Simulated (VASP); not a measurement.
# Al2Cu (I4/mcm) in VASP: a series of runs, part 2 of 2

VASP 6.6.1. The steps go on from the part before.

### 3 Single point, PBEsol

This run uses another cell than the first one, of 13.04 Å³/atom.

The input, INCAR:

```
SYSTEM = Al2Cu
PREC = Accurate
ENCUT = 520
EDIFF = 1E-6
ISMEAR = 0
SIGMA = 0.15
LREAL = .FALSE.
LASPH = .TRUE.
NELM = 100
ALGO = Fast
ISIF = 2
LWAVE = .FALSE.
LCHARG = .FALSE.
GGA = PS
NBANDS = 26
```

The input, KPOINTS:

```
Automatic mesh
0
G
  10 10 10
  0 0 0
```

The input, POSCAR:

```
Al2Cu
1.0
   -2.8467000000      2.8467000000      2.4138103907
    2.8467000000     -2.8467000000      2.4138103907
    2.8467000000      2.8467000000     -2.4138103907
Al Cu
4 2
Direct
    0.1593210787      0.6593210787      0.8186421574
    0.6593210787      0.8406789213      0.5000000000
    0.8406789213      0.3406789213      0.1813578426
    0.3406789213      0.1593210787      0.5000000000
    0.7500000000      0.7500000000      0.0000000000
    0.2500000000      0.2500000000      0.0000000000
```

Potentials or basis: VASP PAW PBE potentials, release 64 (Al, Cu).

The run is started by

```
> cat potpaw_PBE.64/Al/POTCAR potpaw_PBE.64/Cu/POTCAR > POTCAR
> mpirun -np 1 vasp_std > vasp.out
```

OUTCAR:

```text
SYSTEM = Al2Cu
   PREC = Accurate
   ENCUT = 520
   EDIFF = 1E-6
   ISMEAR = 0
   LREAL = .FALSE.
   LASPH = .TRUE.
   NELM = 100
   ISIF = 2
   GGA = PS

 ion  position               nearest neighbor table
   1  0.159  0.659  0.819-   5 2.46   6 2.46   5 2.46   6 2.46   3 2.57   3 2.82   3 2.82   4 3.02
                             2 3.02   2 3.02   4 3.02   4 3.03   2 3.03   2 3.03   4 3.03
   2  0.659  0.841  0.500-   6 2.46   6 2.46   5 2.46   5 2.46   4 2.57   4 2.82   4 2.82   3 3.02
                             1 3.02   1 3.02   3 3.02   1 3.03   3 3.03   1 3.03   3 3.03
   3  0.841  0.341  0.181-   5 2.46   6 2.46   5 2.46   6 2.46   1 2.57   1 2.82   1 2.82   2 3.02
                             4 3.02   4 3.02   2 3.02   4 3.03   2 3.03   4 3.03   2 3.03
   4  0.341  0.159  0.500-   5 2.46   5 2.46   6 2.46   6 2.46   2 2.57   2 2.82   2 2.82   3 3.02
                             1 3.02   1 3.02   3 3.02   1 3.03   3 3.03   3 3.03   1 3.03
   5  0.750  0.750  0.000-   6 2.41   6 2.41   4 2.46   4 2.46   1 2.46   3 2.46   2 2.46   2 2.46
                             3 2.46   1 2.46
   6  0.250  0.250  0.000-   5 2.41   5 2.41   3 2.46   1 2.46   2 2.46   2 2.46   4 2.46   4 2.46
                             1 2.46   3 2.46

  LATTYP: Found a body centered tetragonal cell.
 ALAT       =     5.6934000000
 C/A-ratio  =     0.8479328312

  Lattice vectors:

 A1 = (  -2.8467000000,   2.8467000000,   2.4138103907)
 A2 = (   2.8467000000,  -2.8467000000,   2.4138103907)
 A3 = (   2.8467000000,   2.8467000000,  -2.4138103907)

Analysis of symmetry for initial positions (statically):
=====================================================================
 Subroutine PRICEL returns:
 Original cell was already a primitive cell.

 Routine SETGRP: Setting up the symmetry group for a
 body centered tetragonal supercell.

 Subroutine GETGRP returns: Found 16 space group operations
 (whereof  8 operations were pure point group operations)
 out of a pool of 16 trial point group operations.

The static configuration has the point symmetry C_4h.
 The point group associated with its full space group is D_4h.

[... 146 lines left out ...]
   GGA     = PS    functional components
   LHFCALC =     F    Hartree Fock is set to
   AEXX    =    0.0000 exact exchange contribution
   IVDW    =     0    specifies the selected vdW correction
   LEPSILON=     F    determine dielectric tensor
   LRPA    =     F    only Hartree local field effects (RPA)
 non-spin polarized calculation
 RMM-DIIS sequential band-by-band and
 Gauss-broadening in eV      SIGMA  =   0.15
  energy-cutoff  :      520.00
  volume of cell :       78.24
 maximum number of plane-waves:      2123
   NGX = 17   NGY = 17   NGZ = 17

 number of electron      33.9999996 magnetization

 Free energy of the ion-electron system (eV)
  ---------------------------------------------------
  ext. energy  EPLUGINS =         0.00000000
  ---------------------------------------------------
  free energy    TOTEN  =       -25.59058516 eV

  energy without entropy =      -25.57037317  energy(sigma->0) =      -25.58047916

 E-fermi :   9.4375     XC(G=0): -11.5262

 val. band max:        9.4286841075   @ k =   0.5000   0.5000   0.2000
 cond. band min:       9.4389901997   @ k =  -0.4000   0.4000   0.2000
 fundamental gap:      0.0103060923
 Fermi energy:         9.4375195228

 k-point     1 :       0.0000    0.0000    0.0000
  band No.  band energies     occupation
      1      -2.2975      2.00000
      2       3.5364      2.00000
      3       3.5932      2.00000
      4       3.5932      2.00000
      5       3.7535      2.00000
      6       4.7063      2.00000
[... 685 lines left out ...]
     25      17.1681      0.00000
     26      17.5583      0.00000

 [... further k-points ...]

------------------------ aborting loop because EDIFF is reached ----------------------------------------

  FORCE on cell =-STRESS in cart. coord.  units (eV):
  Direction    XX          YY          ZZ          XY          YZ          ZX
  --------------------------------------------------------------------------------------
  -------------------------------------------------------------------------------------
  Total        8.5472395      8.5472395      4.0754308      0.0000000     -0.0000000      0.0000000
  in kB      175.0208984    175.0208984     83.4521548      0.0000000     -0.0000000      0.0000000
  external PRESSURE =     144.4979839 kB  Pullay stress =       0.0000000 kB

 VOLUME and BASIS-vectors are now :
 -----------------------------------------------------------------------------
  energy-cutoff  :      520.00
  volume of cell :       78.24
      direct lattice vectors                 reciprocal lattice vectors
    -2.846700000  2.846700000  2.413810391     0.000000000  0.175641971  0.207141374
     2.846700000 -2.846700000  2.413810391     0.175641971  0.000000000  0.207141374
     2.846700000  2.846700000 -2.413810391     0.175641971  0.175641971  0.000000000

 POSITION                                       TOTAL-FORCE (eV/Angst)
 -----------------------------------------------------------------------------------
      3.75378      0.90708      0.00000         0.086611      0.086611      0.000000
      1.93962      0.90708      2.41381        -0.086611      0.086611      0.000000
     -0.90708      1.93962      2.41381        -0.086611     -0.086611     -0.000000
      0.90708      1.93962      0.00000         0.086611     -0.086611      0.000000
      0.00000      0.00000      3.62072        -0.000000      0.000000      0.000000
      0.00000      0.00000      1.20691        -0.000000      0.000000      0.000000
 -----------------------------------------------------------------------------------
    total drift:                                0.000000     -0.000000      0.000000

  FREE ENERGIE OF THE ION-ELECTRON SYSTEM (eV)
  ---------------------------------------------------
  free  energy   TOTEN  =       -25.5905851574 eV

  energy  without entropy=      -25.5703731697  energy(sigma->0) =      -25.58047916
```

Run time: 2.2 min. Hardware: 1 thread of AMD EPYC 9R45 (Zen 5), shared host; peak memory 0.29 GiB.

What came out:

```yaml
Free_energy: -25.5906 eV
Pressure: 14.4 GPa
Largest_force: 0.122 eV/Å
Band_gap_on_the_k_mesh: zero (bands 17 and 18 overlap by 4.19 eV)
```

Forces in eV/Å, atoms in the order of the input:
```
Al   0.087  0.087  0.000
Al  -0.087  0.087  0.000
Al  -0.087 -0.087  0.000
Al   0.087 -0.087  0.000
Cu   0.000  0.000  0.000
Cu   0.000  0.000  0.000
```

Stress tensor (GPa, compression positive):
```
17.50  0.00  0.00
 0.00 17.50  0.00
 0.00  0.00  8.35
```

Caveat: the cell stands under pressure; the PAW data sets were made with another functional, which shifts forces and pressure a little.

### 4 Single point, PBEsol

This run uses another cell than the first one, of 13.05 Å³/atom.

The input, INCAR:

```
SYSTEM = Al2Cu
PREC     = Accurate       ! precision mode
ENCUT    = 520            ! plane-wave cutoff, eV
EDIFF    = 1E-6           ! SCF threshold, eV
ISMEAR   = 0              ! smearing method
SIGMA    = 0.15           ! smearing width, eV
LREAL    = .FALSE.        ! projectors in reciprocal space
LASPH    = .TRUE.         ! aspherical terms in the spheres
NELM     = 60             ! most SCF steps
ALGO     = Fast           ! electronic algorithm
ISIF     = 2              ! what is computed and relaxed
LWAVE    = .FALSE.        ! write WAVECAR
LCHARG   = .FALSE.        ! write CHGCAR
GGA      = PS             ! functional
NBANDS   = 26             ! bands
```

The input, KPOINTS:

```
regular mesh
0
G
  10 10 10
  0 0 0
```

POSCAR: that of step 3 with these lines changed.

```diff
@@ -2,5 +2,5 @@
 1.0
-   -2.8467000000      2.8467000000      2.4138103907
-    2.8467000000     -2.8467000000      2.4138103907
-    2.8467000000      2.8467000000     -2.4138103907
+   -2.9066000000      2.9066000000      2.3172500000
+    2.9066000000     -2.9066000000      2.3172500000
+    2.9066000000      2.9066000000     -2.3172500000
 Al Cu
```

The run is started by

```
> cat potpaw_PBE.64/Al/POTCAR potpaw_PBE.64/Cu/POTCAR > POTCAR
> mpirun -np 1 vasp_std > vasp.out
```

Wall time 2 min (1 thread of AMD EPYC 9R45 (Zen 5), shared host); peak memory 0.29 GiB.

It converged, with:

```
Free energy            : -25.6700 eV
Pressure               : 14.4 GPa
Largest force          : 0.136 eV/Å
Band gap on the k mesh : zero (bands 17 and 18 overlap by 4.84 eV)
```

Forces in eV/Å, atoms in the order of the input:
```
Al  -0.096 -0.096  0.000
Al   0.096 -0.096  0.000
Al   0.096  0.096  0.000
Al  -0.096  0.096  0.000
Cu   0.000  0.000  0.000
Cu   0.000  0.000  0.000
```

Stress tensor (GPa, compression positive):
```
13.68  0.00  0.00
 0.00 13.68  0.00
 0.00  0.00 15.74
```

Levels at points of the mesh, in eV from the Fermi level:
```csv
k point,band 13,band 14,band 15,band 16,band 17,band 18,band 19,band 20,band 21,band 22
"(0.00, 0.00, 0.00)",-3.38,-2.23,-1.60,-1.46,-1.46,-1.01,-0.09,0.15,1.84,1.84
"(0.50, 0.00, 0.00)",-3.45,-3.45,-2.87,-2.87,0.18,0.18,4.28,4.28,4.54,4.54
"(0.50, 0.50, 0.00)",-3.19,-3.08,-1.82,-1.57,-0.72,-0.66,0.82,1.35,4.72,4.84
"(0.50, 0.50, 0.50)",-3.76,-3.60,-3.60,-1.94,2.80,2.95,2.95,3.53,4.77,5.31
```

Caveat: the cell stands under pressure; the PAW data sets were made with another functional, which shifts forces and pressure a little.

### 5 Single point, PBEsol

This run uses another cell than the first one, of 13.05 Å³/atom.

The input, INCAR:

```
SYSTEM = Al2Cu
PREC = Accurate
ENCUT = 520
EDIFF = 1E-6
ISMEAR = 0
SIGMA = 0.15
LREAL = .False.
LASPH = .True.
NELM = 60
ALGO = Fast
ISIF = 2
LWAVE = .False.
LCHARG = .False.
GGA = PS
NBANDS = 26
```

The input, KPOINTS:

```
regular mesh
0
Gamma
  10 10 10
  0 0 0
```

POSCAR: that of step 4 with these lines changed.

```diff
@@ -2,5 +2,5 @@
 1.0
-   -2.9066000000      2.9066000000      2.3172500000
-    2.9066000000     -2.9066000000      2.3172500000
-    2.9066000000      2.9066000000     -2.3172500000
+   -2.8766500000      2.8766500000      2.3655500000
+    2.8766500000     -2.8766500000      2.3655500000
+    2.8766500000      2.8766500000     -2.3655500000
 Al Cu
```

The run is started by

```
> cat potpaw_PBE.64/Al/POTCAR potpaw_PBE.64/Cu/POTCAR > POTCAR
> mpirun -np 1 vasp_std > vasp.out
```

Wall time 2.1 min (1 thread of AMD EPYC 9R45 (Zen 5), shared host); peak memory 0.29 GiB.

Results (log left out):

```
Free energy            : -25.6611 eV
Pressure               : 14.3 GPa
Largest force          : 0.015 eV/Å
Band gap on the k mesh : zero (bands 17 and 18 overlap by 4.50 eV)
```

Forces on the atoms (eV/Å):
```
Al  -0.010 -0.010  0.000
Al   0.010 -0.010  0.000
Al   0.010  0.010  0.000
Al  -0.010  0.010  0.000
Cu   0.000  0.000  0.000
Cu   0.000  0.000  0.000
```

Stress tensor (GPa, compression positive):
```
15.53  0.00  0.00
 0.00 15.53  0.00
 0.00  0.00 11.76
```

Levels at points of the mesh, in eV from the Fermi level:
```tsv
k point	band 15	band 16	band 17	band 18	band 19	band 20
(0.00, 0.00, 0.00)	-1.77	-1.52	-1.52	-1.00	-0.07	0.16
(0.50, 0.00, 0.00)	-2.81	-2.81	0.33	0.33	4.28	4.28
(0.50, 0.50, 0.00)	-1.59	-1.45	-0.80	-0.73	1.08	1.63
(0.50, 0.50, 0.50)	-3.65	-2.04	2.69	2.96	2.96	3.66
```

Caveat: the cell stands under pressure; the PAW data sets were made with another functional, which shifts forces and pressure a little.

### 6 The runs side by side

```tsv
cell	further INCAR settings	gap on the mesh (eV)	pressure (GPa)	largest force (eV/Å)
a = 4.694 Å, angles 104.4, 104.4, 120.2°, 6 atoms	ALGO = Fast; EDIFF = 1e-07; NBANDS = 26	none	16.0	0.07
a = 4.694 Å, angles 105.3, 105.3, 118.1°, 6 atoms	ALGO = Fast; EDIFF = 1e-06; NBANDS = 26	none	14.4	0.12
a = 4.719 Å, angles 104.0, 104.0, 121.2°, 6 atoms	ALGO = Fast; EDIFF = 1e-06; NBANDS = 26	none	14.4	0.14
a = 4.706 Å, angles 104.6, 104.6, 119.6°, 6 atoms	ALGO = Fast; EDIFF = 1e-06; NBANDS = 26	none	14.3	0.01
```

Alike in all rows: task single point; level PBEsol; potentials or basis VASP PAW PBE potentials, release 64 (Al, Cu); no spin polarisation; k mesh 10 × 10 × 10; cutoff (eV) 520; smearing gaussian 0.15 eV.

Caveats: the cell stands under pressure; the PAW data sets were made with another functional, which shifts forces and pressure a little.

Absolute energies hang on the potentials; compare differences alone.
